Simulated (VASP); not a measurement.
# GaP (I-4m2) in VASP: further runs

Runs on GaP. Level: LDA. Tasks: single point.

Everything below comes from runs of VASP 6.6.1. Logs are shortened: lines on timing, memory, paths and dates and some standing lists are left out, and cuts for length are marked.

**1. The cell of the first run**

The structure is tetragonal, space group I-4m2 (No. 119). Conventional cell: a = 3.854 Å, b = 3.854 Å, c = 5.123 Å, α = 90.00°, β = 90.00°, γ = 90.00°. Ga (site symmetry -4m2) has 4 P at 2.31 Å within 3.1 Å. P (site symmetry -4m2) has 4 Ga at 2.31 Å within 3.1 Å.

**2. Single point, LDA (strain -0.0600 x Voigt [0, 1, 0, 0, 0, 0])**

Contents of INCAR:

```
ALGO     = Normal         # electronic algorithm
EDIFF    = 1E-6           # SCF threshold, eV
ENCUT    = 520            # plane-wave cutoff, eV
ISIF     = 2              # what is computed and relaxed
ISMEAR   = 0              # smearing method
LASPH    = T              # aspherical terms in the spheres
LCHARG   = F              # write CHGCAR
LREAL    = F              # projectors in reciprocal space
LWAVE    = F              # write WAVECAR
NBANDS   = 16             # bands
NELM     = 100            # most SCF steps
PREC     = Accurate       # precision mode
SIGMA    = 0.05           # smearing width, eV
```

Contents of KPOINTS:

```
k-points
0
Gamma
  8 8 8
```

Contents of POSCAR:

```
GaP
1.0
    0.0000000000      2.5617350000      2.7252500000
    2.7252500000      0.0000000000      2.7252500000
    2.7252500000      2.5617350000      0.0000000000
Ga P
1 1
Direct
    0.0000000000      0.0000000000      0.0000000000
    0.7500000000      0.7500000000      0.7500000000
```

Potentials or basis: VASP PAW LDA potentials, release 64 (Ga_d, P).

On the command line:

```bash
$ cat potpaw_LDA.64/Ga_d/POTCAR potpaw_LDA.64/P/POTCAR > POTCAR
$ mpirun -np 1 vasp_std > vasp.out
```

OUTCAR:

```text
EDIFF = 1E-6
   ENCUT = 520
   ISIF = 2
   ISMEAR = 0
   LASPH = T
   LREAL = F
   NELM = 100
   PREC = Accurate

 ion  position               nearest neighbor table
   1  0.000  0.000  0.000-   2 2.31   2 2.31   2 2.31   2 2.31
   2  0.750  0.750  0.750-   1 2.31   1 2.31   1 2.31   1 2.31

  LATTYP: Found a body centered tetragonal cell.
 ALAT       =     3.8540855109
 C/A-ratio  =     1.3293607486

  Lattice vectors:

 A1 = (   0.0000000000,  -2.5617350000,   2.7252500000)
 A2 = (   0.0000000000,  -2.5617350000,  -2.7252500000)
 A3 = (   2.7252500000,   2.5617350000,   0.0000000000)

Analysis of symmetry for initial positions (statically):
=====================================================================
 Subroutine PRICEL returns:
 Original cell was already a primitive cell.

 Routine SETGRP: Setting up the symmetry group for a
 body centered tetragonal supercell.

 Subroutine GETGRP returns: Found  8 space group operations
 (whereof  8 operations were pure point group operations)
 out of a pool of 16 trial point group operations.

The static configuration has the point symmetry D_2d.

Analysis of symmetry for dynamics (positions and initial velocities):
=====================================================================
 Subroutine PRICEL returns:
 Original cell was already a primitive cell.

 Routine SETGRP: Setting up the symmetry group for a
 body centered tetragonal supercell.

 Subroutine GETGRP returns: Found  8 space group operations
 (whereof  8 operations were pure point group operations)
 out of a pool of 16 trial point group operations.

The dynamic configuration has the point symmetry D_2d.

 Subroutine INISYM returns: Found  8 space group operations
 (whereof  8 operations are pure point group operations),
 and found     1 'primitive' translations

----------------------------------------------------------------------------------------

                                     Primitive cell

  volume of cell :      38.0519

  direct lattice vectors                    reciprocal lattice vectors
     0.000000000  2.561735000  2.725250000    -0.183469406  0.195180220  0.183469406
     2.725250000  0.000000000  2.725250000     0.183469406 -0.195180220  0.183469406
     2.725250000  2.561735000  0.000000000     0.183469406  0.195180220 -0.183469406

  length of vectors
     3.740250496  3.854085511  3.740250496     0.324680403  0.324680403  0.324680403

  position of ions in fractional coordinates (direct lattice)
     0.000000000  0.000000000  0.000000000
     0.750000000  0.750000000  0.750000000

  ion indices of the primitive-cell ions
   primitive index   ion index
                 1           1
                 2           2

----------------------------------------------------------------------------------------

 KPOINTS: k-points

Automatic generation of k-mesh.
 Grid dimensions read from file:
 generate k-points for:    8    8    8

 Generating k-lattice:

  Cartesian coordinates                     Fractional coordinates (reciprocal lattice)
    -0.022933676  0.024397527  0.022933676     0.125000000  0.000000000  0.000000000
     0.022933676 -0.024397527  0.022933676     0.000000000  0.125000000  0.000000000
     0.022933676  0.024397527 -0.022933676     0.000000000  0.000000000  0.125000000

  Length of vectors
     0.040585050  0.040585050  0.040585050

  Shift w.r.t. Gamma in fractional coordinates (k-lattice)
     0.000000000  0.000000000  0.000000000

 Subroutine IBZKPT returns following result:
 ===========================================

 Found     59 irreducible k-points:

 Following reciprocal coordinates:
            Coordinates               Weight
  0.000000  0.000000  0.000000      1.000000
  0.125000  0.000000 -0.000000      8.000000
  0.250000  0.000000 -0.000000      8.000000
  0.375000  0.000000 -0.000000      8.000000
  0.500000  0.000000 -0.000000      4.000000
  0.125000  0.125000  0.000000      4.000000
[... 16 lines left out ...]
  0.250000  0.000000  0.125000      8.000000
  0.375000  0.000000  0.125000      8.000000
 [... further k-points ...]
   k-points           NKPTS =     59   k-points in BZ     NKDIM =     59   number of bands    NBANDS=     16
   number of dos      NEDOS =    301   number of ions     NIONS =      2
   total plane-waves  NPLWV =  23520
   dimension x,y,z NGX =    28 NGY =   30 NGZ =   28
   dimension x,y,z NGXF=    56 NGYF=   60 NGZF=   56
   ions per type =               1   1
   NGX,Y,Z   is equivalent  to a cutoff of  12.45, 12.94, 12.45 a.u.
   NGXF,Y,Z  is equivalent  to a cutoff of  24.89, 25.88, 24.89 a.u.
 SYSTEM =  unknown system
   PREC   = accura    normal or accurate (medium, high low for compatibility)
   ISTART =      0    job   : 0-new  1-cont  2-samecut
   ICHARG =      2    charge: 1-file 2-atom 10-const
   ISPIN  =      1    spin polarized calculation?
   LNONCOLLINEAR =      F non collinear calculations
   LSORBIT =      F    spin-orbit coupling
   LASPH  =      T    aspherical Exc in radial PAW
   ENCUT  =  520.0 eV  38.22 Ry    6.18 a.u.   6.95  7.17  6.95*2*pi/ulx,y,z
   NELM   =    100;   NELMIN=  2; NELMDL= -5     # of ELM steps
   EDIFF  = 0.1E-05   stopping-criterion for ELM
   LREAL  =      F    real-space projection
   EDIFFG = 0.1E-04   stopping-criterion for IOM
   NSW    =      0    number of steps for IOM
   IBRION =     -1    ionic relax: 0-MD 1-quasi-New 2-CG
   NFREE  =      0    steps in history (QN), initial steepest desc. (CG)
   ISIF   =      2    stress and relaxation
   ISYM   =      2    0-nonsym 1-usesym 2-fastsym
   POTIM  = 0.5000    time-step for ionic-motion
   TEBEG  =    0.0;   TEEND  =   0.0 temperature during run
   PSTRESS=    0.0 pullay stress
   NELECT =      18.0000    total number of electrons
   NUPDOWN=      -1.0000    fix difference up-down
   EMIN   =  10.00;   EMAX   =-10.00  energy-range for DOS
   EFERMI =   0.00;   METHOD = LEGACY
   ISMEAR =     0;   SIGMA  =   0.05  broadening in eV -4-tet -1-fermi 0-gaus
   EFERMI_NEDOS =   21; number of points for ismear=-14 and -15
   IALGO  =     38    algorithm
   IMIX   =      4    mixing-type and parameters
     AMIX     =   0.40;   BMIX     =  1.00
     AMIX_MAG =   1.60;   BMIX_MAG =  1.00
  volume/ion in A,a.u.               =      19.03       128.39
  Fermi-wavevector in a.u.,A,eV,Ry     =   1.275577  2.410491 22.137997  1.627097
  Thomas-Fermi vector in A             =   2.408281
   LORBIT       =      0    0 simple, 1 ext, 2 COOP (PROOUT), +10 PAW based schemes
   GGA     = CA    functional components
   LHFCALC =     F    Hartree Fock is set to
   AEXX    =    0.0000 exact exchange contribution
   IVDW    =     0    specifies the selected vdW correction
   LEPSILON=     F    determine dielectric tensor
   LRPA    =     F    only Hartree local field effects (RPA)
 non-spin polarized calculation
 Gauss-broadening in eV      SIGMA  =   0.05
  energy-cutoff  :      520.00
  volume of cell :       38.05
 maximum number of plane-waves:      1043
   NGX = 13   NGY = 15   NGZ = 13

 number of electron      17.9999997 magnetization

 Free energy of the ion-electron system (eV)
  ---------------------------------------------------
  ext. energy  EPLUGINS =         0.00000000
  ---------------------------------------------------
  free energy    TOTEN  =       -10.41838975 eV

  energy without entropy =      -10.41838975  energy(sigma->0) =      -10.41838975

 E-fermi :   5.6346     XC(G=0): -10.4459

 val. band max:        5.3838119686   @ k =   0.0000   0.0000   0.0000
 cond. band min:       6.1743481291   @ k =   0.3750   0.0000   0.3750
 fundamental gap:      0.7905361606
 Fermi energy:         5.6345978729

 k-point     1 :       0.0000    0.0000    0.0000
  band No.  band energies     occupation
      1      -9.6697      2.00000
      2      -9.6697      2.00000
      3      -9.6529      2.00000
      4      -9.5513      2.00000
      5      -9.5451      2.00000
      6      -7.8190      2.00000
[... 8 lines left out ...]
     15      14.4747      0.00000
     16      15.5257      0.00000

 k-point     2 :       0.1250    0.0000   -0.0000
  band No.  band energies     occupation
      1      -9.6824      2.00000
      2      -9.6640      2.00000
      3      -9.6516      2.00000
      4      -9.5518      2.00000
      5      -9.5444      2.00000
      6      -7.5996      2.00000
[... 8 lines left out ...]
     15      14.5273      0.00000
     16      15.0363      0.00000

 k-point     3 :       0.2500    0.0000   -0.0000
  band No.  band energies     occupation
      1      -9.7170      2.00000
      2      -9.6520      2.00000
      3      -9.6412      2.00000
      4      -9.5519      2.00000
      5      -9.5407      2.00000
      6      -6.9758      2.00000
[... 8 lines left out ...]
     15      14.1311      0.00000
     16      15.2719      0.00000

 k-point     4 :       0.3750    0.0000   -0.0000
  band No.  band energies     occupation
      1      -9.7485      2.00000
      2      -9.6433      2.00000
      3      -9.6323      2.00000
      4      -9.5495      2.00000
      5      -9.5334      2.00000
      6      -6.0896      2.00000
[... 8 lines left out ...]
     15      15.6058      0.00000
     16      15.6405      0.00000
[... 324 lines left out ...]
 k-point    22 :       0.1250    0.0000    0.1250
  band No.  band energies     occupation
      1      -9.6825      2.00000
      2      -9.6584      2.00000
      3      -9.6584      2.00000
      4      -9.5580      2.00000
      5      -9.5403      2.00000
      6      -7.5048      2.00000
[... 8 lines left out ...]
     15      14.7564      0.00000
     16      15.5262      0.00000

 k-point    23 :       0.2500    0.0000    0.1250
  band No.  band energies     occupation
      1      -9.7152      2.00000
      2      -9.6455      2.00000
      3      -9.6447      2.00000
      4      -9.5633      2.00000
      5      -9.5350      2.00000
      6      -6.9966      2.00000
[... 8 lines left out ...]
     15      14.9986      0.00000
     16      16.3622      0.00000

 k-point    24 :       0.3750    0.0000    0.1250
  band No.  band energies     occupation
      1      -9.7458      2.00000
      2      -9.6353      2.00000
      3      -9.6331      2.00000
      4      -9.5631      2.00000
      5      -9.5291      2.00000
      6      -6.1704      2.00000
[... 8 lines left out ...]
     15      16.2702      0.00000
     16      16.3061      0.00000

 [... further k-points ...]

------------------------ aborting loop because EDIFF is reached ----------------------------------------

  FORCE on cell =-STRESS in cart. coord.  units (eV):
  Direction    XX          YY          ZZ          XY          YZ          ZX
  --------------------------------------------------------------------------------------
  -------------------------------------------------------------------------------------
  Total        0.3199170      1.3356409      0.3199170      0.0000000     -0.0000000      0.0000000
  in kB       13.4701051     56.2371607     13.4701051      0.0000000     -0.0000000      0.0000000
  external PRESSURE =      27.7257903 kB  Pullay stress =       0.0000000 kB

 VOLUME and BASIS-vectors are now :
 -----------------------------------------------------------------------------
  energy-cutoff  :      520.00
  volume of cell :       38.05
      direct lattice vectors                 reciprocal lattice vectors
     0.000000000  2.561735000  2.725250000    -0.183469406  0.195180220  0.183469406
     2.725250000  0.000000000  2.725250000     0.183469406 -0.195180220  0.183469406
     2.725250000  2.561735000  0.000000000     0.183469406  0.195180220 -0.183469406

 POSITION                                       TOTAL-FORCE (eV/Angst)
 -----------------------------------------------------------------------------------
      0.00000      0.00000      0.00000        -0.000000     -0.000000     -0.000000
      4.08788      3.84260      4.08788         0.000000      0.000000      0.000000
 -----------------------------------------------------------------------------------
    total drift:                                0.000003      0.000011      0.000002

  FREE ENERGIE OF THE ION-ELECTRON SYSTEM (eV)
  ---------------------------------------------------
  free  energy   TOTEN  =       -10.4183897517 eV

  energy  without entropy=      -10.4183897517  energy(sigma->0) =      -10.41838975
```

Wall time 12 s (1 thread of Intel Xeon 6975P-C (Granite Rapids), shared host); peak memory 0.16 GiB.

What came out:

```
Free energy            : -10.4184 eV
Pressure               : 2.8 GPa
Band gap on the k mesh : 0.79 eV, indirect (least direct gap 1.91 eV)
```

Caveat: the cell differs from its parent crystal (strain -0.0600 x Voigt [0, 1, 0, 0, 0, 0]). A k mesh can miss the band edges.

**3. Single point, LDA (strain -0.0450 x Voigt [0, 1, 0, 0, 0, 0])**

Contents of INCAR:

```
PREC = Accurate
ENCUT = 520
EDIFF = 1E-7
ISMEAR = 0
SIGMA = 0.05
LREAL = False
LASPH = True
NELM = 80
ALGO = Normal
ISIF = 2
LWAVE = False
LCHARG = False
NBANDS = 16
```

Contents of KPOINTS:

```
regular mesh
0
Gamma
  8 8 8
```

Contents of POSCAR:

```
GaP
1.0
    0.0000000000      2.6026137500      2.7252500000
    2.7252500000      0.0000000000      2.7252500000
    2.7252500000      2.6026137500      0.0000000000
Ga P
1 1
Direct
    0.0000000000      0.0000000000      0.0000000000
    0.7500000000      0.7500000000      0.7500000000
```

Potentials or basis: VASP PAW LDA potentials, release 64 (Ga_d, P).

On the command line:

```bash
$ cat potpaw_LDA.64/Ga_d/POTCAR potpaw_LDA.64/P/POTCAR > POTCAR
$ mpirun -np 1 vasp_std > vasp.out
```

Run time: 14 s. Hardware: 1 thread of Intel Xeon 6975P-C (Granite Rapids), shared host; peak memory 0.16 GiB.

Results (log left out):

- Free energy: -10.4358 eV
- Pressure: 1.3 GPa
- Band gap on the k mesh: 0.97 eV, indirect (least direct gap 1.84 eV)

Stress tensor (GPa, compression positive):
```
0.20 0.00 0.00
0.00 3.50 0.00
0.00 0.00 0.20
```

Levels at points of the mesh, in eV from the valence-band top:
```tsv
k point	band 6	band 7	band 8	band 9	band 10	band 11	band 12	band 13
(0.00, 0.00, 0.00)	-13.03	-0.25	-0.25	0.00	1.84	3.56	3.66	3.66
(0.50, 0.00, 0.00)	-10.79	-7.14	-1.55	-1.17	1.44	4.27	4.70	7.99
(0.50, 0.50, 0.00)	-9.88	-7.33	-2.93	-2.90	1.35	1.63	10.49	10.51
(0.50, 0.00, 0.50)	-9.66	-7.01	-3.25	-3.25	1.02	1.17	10.61	10.61
```

Caveat: the cell differs from its parent crystal (strain -0.0450 x Voigt [0, 1, 0, 0, 0, 0]). A k mesh can miss the band edges.
